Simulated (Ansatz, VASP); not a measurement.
# Se in VASP and in Ansatz

```
Se
1.0
     0.00000    3.39545    2.64845
     3.39545    0.00000    2.64845
     3.39545    3.39545    0.00000
Se
2
Direct
  0.50000 0.50000 0.50000
  0.75000 0.75000 0.75000
```

Alike in both runs: task single point; functional LDA; k mesh 14 × 14 × 14; occupations gaussian, width 0.15 eV; no spin polarisation.

|  | VASP | Ansatz |
| --- | --- | --- |
| version | VASP 6.6.1 | Ansatz 0.2.0 |
| potentials or method | VASP PAW LDA potentials, release 64 (Se), cutoff 520 eV | scalar-relativistic, plane waves, PAW |
| valence electrons in the cell | 12 | 32 |

|  | VASP | Ansatz | Ansatz less VASP |
| --- | --- | --- | --- |
| gap on the k mesh at the Fermi level (eV) | none | none | - |
| pressure (GPa) | -3.5 | -3.6 | -0.09 |
| traceless stress, the component that is largest in VASP (GPa) | -1.60 | -1.57 | +0.032 |

LDA's correlation is that of Perdew and Zunger in VASP and of Perdew and Wang (1992) in Ansatz. A gap of «none» marks a metal or a gap that the smearing closes. VASP's potentials hold 12 valence electrons a cell and Ansatz's 32, so a difference there can come from the potentials and not from the codes.
